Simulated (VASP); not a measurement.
Crystal: KTa.

```
K Ta
1.0
     5.41044    0.00000    0.00000
     0.00000    3.58044    0.00000
     0.00000    0.00000    5.52410
K Ta
2 2
Direct
  0.75000 0.00000 0.68700
  0.25000 0.00000 0.31300
  0.75000 0.50000 0.18800
  0.25000 0.50000 0.81200
```

| Quantity | Value |
| --- | --- |
| Program | VASP 6.6.1 |
| Task | relaxation of cell and atoms |
| Functional | PBE |
| Potentials or basis | VASP PAW PBE potentials, release 64 (K_sv, Ta_sv_GW) |
| Cutoff | 500 eV |
| k mesh | 4 × 6 × 4 |
| Occupations | gaussian, width 0.1 eV |
| Spin | no spin polarisation |

At the start: pressure 0.0 GPa; volume 26.75 Å³/atom.

Q: Where does the relaxation end?

A: Over 24 steps the energy falls by 1120.6 meV/atom and the volume is 27.64 Å³/atom (+3.3 %); space group Pmma (No. 51, to 0.1 Å) before and after.

The path:
```csv
step,energy change (eV),largest force (eV/Å),pressure (GPa),volume (Å³)
1,0.0000,2.2772,0.00,107.01
2,-0.7331,2.2451,-0.25,106.89
3,-2.0507,1.2715,0.94,105.87
4,-2.9885,2.7297,10.98,100.96
5,-3.2027,2.4482,10.21,103.02
6,-3.4345,2.1970,8.58,108.98
7,-3.6710,1.9089,5.96,111.64
8,-4.0329,0.9010,-0.65,119.89
9,-4.0500,0.7895,-1.90,121.88
10,-4.0508,0.7633,-2.18,122.34
11,-4.1108,0.7077,-2.11,121.52
12,-4.2703,0.5961,-1.64,119.05
13,-4.3818,0.3775,-0.33,114.04
14,-4.3823,0.3661,-0.23,113.71
15,-4.4069,0.3618,0.03,112.88
16,-4.4347,0.3552,0.70,110.35
17,-4.4557,0.2172,0.00,111.06
18,-4.4641,0.2516,-0.77,111.90
19,-4.4754,0.1836,-0.04,110.29
20,-4.4760,0.1627,0.19,109.81
21,-4.4801,0.1232,0.20,109.93
22,-4.4819,0.0297,0.22,110.06
23,-4.4822,0.0416,-0.15,110.81
24,-4.4823,0.0380,-0.03,110.57
```

Final structure:
```cif
data_structure
_symmetry_space_group_name_H-M 'P 1'
_symmetry_Int_Tables_number 1
_cell_length_a 4.8652
_cell_length_b 2.9538
_cell_length_c 7.6943
_cell_angle_alpha 90.000
_cell_angle_beta 90.000
_cell_angle_gamma 90.000
_cell_volume 110.57
loop_
_atom_site_label
_atom_site_type_symbol
_atom_site_fract_x
_atom_site_fract_y
_atom_site_fract_z
_atom_site_occupancy
K1 K 0.75000 0.00000 0.64855 1
K2 K 0.25000 0.00000 0.35145 1
Ta1 Ta 0.75000 0.50000 0.06245 1
Ta2 Ta 0.25000 0.50000 0.93755 1
```

Caveat: a cell axis changed by over 15 % at a fixed basis, so the end point is rough.
